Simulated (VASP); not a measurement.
# V (I4_1/amd) in VASP: notebook, part 2 of 2

VASP 6.6.1. The steps go on from the part before.

## Step 3: Single point, LDA

INCAR reads:

```
SYSTEM = V
  PREC = Accurate
  ENCUT = 520
  EDIFF = 1E-6
  ISMEAR = -1
  SIGMA = 0.1
  LREAL = .False.
  LASPH = .True.
  NELM = 100
  ALGO = Normal
  ISIF = 2
  LWAVE = .False.
  LCHARG = .False.
  NBANDS = 20
```

KPOINTS reads:

```
regular mesh
0
Gamma
  20 20 20
  0 0 0
```

POSCAR reads:

```
V
1.0
   -1.9620618730      1.9620618730      1.1327486663
    1.9620618730     -1.9620618730      1.1327486663
    1.9620618730      1.9620618730     -1.1327486663
V
2
Direct
   -0.3750000000     -0.1250000000     -0.2500000000
    0.3750000000      0.1250000000      0.2500000000
```

Potentials or basis: VASP PAW LDA potentials, release 64 (V_sv).

The run is started by

```sh
cat potpaw_LDA.64/V_sv/POTCAR > POTCAR
mpirun -np 1 vasp_std > vasp.out
```

OUTCAR:

```text
SYSTEM = V
   PREC = Accurate
   ENCUT = 520
   EDIFF = 1E-6
   ISMEAR = -1
   LREAL = .False.
   LASPH = .True.
   NELM = 100
   ISIF = 2

 ion  position               nearest neighbor table
   1  0.625  0.875  0.750-   2 2.04   2 2.04   2 2.04   2 2.04   2 2.60   2 2.60   2 2.60   2 2.60

   2  0.375  0.125  0.250-   1 2.04   1 2.04   1 2.04   1 2.04   1 2.60   1 2.60   1 2.60   1 2.60

  LATTYP: Found a body centered tetragonal cell.
 ALAT       =     3.9241237460
 C/A-ratio  =     0.5773256603

  Lattice vectors:

 A1 = (  -1.9620618730,   1.9620618730,   1.1327486663)
 A2 = (   1.9620618730,  -1.9620618730,   1.1327486663)
 A3 = (   1.9620618730,   1.9620618730,  -1.1327486663)

Analysis of symmetry for initial positions (statically):
=====================================================================
 Subroutine PRICEL returns:
 Original cell was already a primitive cell.

 Routine SETGRP: Setting up the symmetry group for a
 body centered tetragonal supercell.

 Subroutine GETGRP returns: Found 16 space group operations
 (whereof  4 operations were pure point group operations)
 out of a pool of 16 trial point group operations.
[... 160 lines left out ...]
  free energy    TOTEN  =       -15.97202945 eV

  energy without entropy =      -15.93293236  energy(sigma->0) =      -15.95248091

 E-fermi :  16.7174     XC(G=0): -15.7245

 val. band max:       16.7150050872   @ k =   0.5000   0.0500   0.0000
 cond. band min:      16.7244523808   @ k =  -0.1500   0.4000   0.0500
 fundamental gap:      0.0094472936
 Fermi energy:        16.7174120083

 k-point     1 :       0.0000    0.0000    0.0000
  band No.  band energies     occupation
      1     -47.4267      2.00000
      2     -45.3175      2.00000
      3     -22.3790      2.00000
      4     -22.3790      2.00000
      5     -19.5829      2.00000
      6     -19.5300      2.00000
[... 541 lines left out ...]
     19      23.0326      0.00000
     20      30.8098      0.00000

 [... further k-points ...]

------------------------ aborting loop because EDIFF is reached ----------------------------------------

  FORCE on cell =-STRESS in cart. coord.  units (eV):
  Direction    XX          YY          ZZ          XY          YZ          ZX
  --------------------------------------------------------------------------------------
  -------------------------------------------------------------------------------------
  Total       17.3346142     17.3346142     16.8133120     -0.0000000     -0.0000000      0.0000000
  in kB     1592.2300407   1592.2300407   1544.3470622     -0.0000000     -0.0000000      0.0000000
  external PRESSURE =    1576.2690479 kB  Pullay stress =       0.0000000 kB

 VOLUME and BASIS-vectors are now :
 -----------------------------------------------------------------------------
  energy-cutoff  :      520.00
  volume of cell :       17.44
      direct lattice vectors                 reciprocal lattice vectors
    -1.962061873  1.962061873  1.132748666     0.000000000  0.254833962  0.441404183
     1.962061873 -1.962061873  1.132748666     0.254833962  0.000000000  0.441404183
     1.962061873  1.962061873 -1.132748666     0.254833962  0.254833962  0.000000000

 POSITION                                       TOTAL-FORCE (eV/Angst)
 -----------------------------------------------------------------------------------
      1.96206      0.98103      0.84956         0.000000      0.000000     -0.000000
     -0.00000      0.98103      0.28319        -0.000000     -0.000000      0.000000
 -----------------------------------------------------------------------------------
    total drift:                               -0.000000      0.000000      0.000000

  FREE ENERGIE OF THE ION-ELECTRON SYSTEM (eV)
  ---------------------------------------------------
  free  energy   TOTEN  =       -15.9720294542 eV

  energy  without entropy=      -15.9329323594  energy(sigma->0) =      -15.95248091
```

OSZICAR:

```text
N       E                     dE             d eps       ncg     rms          rms(c)
DAV:   1     0.315495808946E+03    0.31550E+03   -0.15897E+04 25832   0.166E+03
DAV:   2    -0.789542902668E+01   -0.32339E+03   -0.31514E+03 26592   0.510E+02
DAV:   3    -0.167831173677E+02   -0.88877E+01   -0.88121E+01 26600   0.103E+02
DAV:   4    -0.168499082753E+02   -0.66791E-01   -0.66772E-01 26748   0.934E+00
DAV:   5    -0.168508777225E+02   -0.96945E-03   -0.96944E-03 26856   0.104E+00    0.527E+01
DAV:   6    -0.160383575489E+02    0.81252E+00   -0.21366E+00 26420   0.169E+01    0.223E+01
DAV:   7    -0.159772304736E+02    0.61127E-01   -0.22973E-01 27120   0.449E+00    0.486E+00
DAV:   8    -0.159723279342E+02    0.49025E-02   -0.39995E-02 25844   0.274E+00    0.159E-01
DAV:   9    -0.159720325985E+02    0.29534E-03   -0.94523E-04 26404   0.426E-01    0.428E-02
DAV:  10    -0.159720306157E+02    0.19827E-05   -0.27655E-05 27452   0.603E-02    0.436E-02
DAV:  11    -0.159720295432E+02    0.10726E-05   -0.65029E-06 26068   0.304E-02    0.119E-02
DAV:  12    -0.159720294542E+02    0.88946E-07   -0.41963E-07 13292   0.905E-03
   1 F= -.15972029E+02 E0= -.15952481E+02  d E =-.390971E-01
```

stdout:

```text
POSCAR found type information on POSCAR V
 POSCAR found :  1 types and       2 ions
 scaLAPACK will be used
 LDA part: xc-table for (Slater(with rela. corr.)+CA(PZ))
 , standard interpolation
 POSCAR, INCAR and KPOINTS ok, starting setup
 FFT: planning ... GRIDC
 FFT: planning ... GRID_SOFT
 FFT: planning ... GRID
 WAVECAR not read
 entering main loop
```

It took 58 s on 1 thread of Intel Xeon 6975P-C (Granite Rapids), shared host; peak memory 0.28 GiB.

What came out:

* Free energy: -15.9720 eV
* Pressure: 157.6 GPa
* Band gap on the k mesh: zero (bands 13 and 14 overlap by 2.33 eV)

Caveat: atoms lie so close that the PAW spheres overlap strongly, which falsifies energies and pressures; the cell stands under pressure.
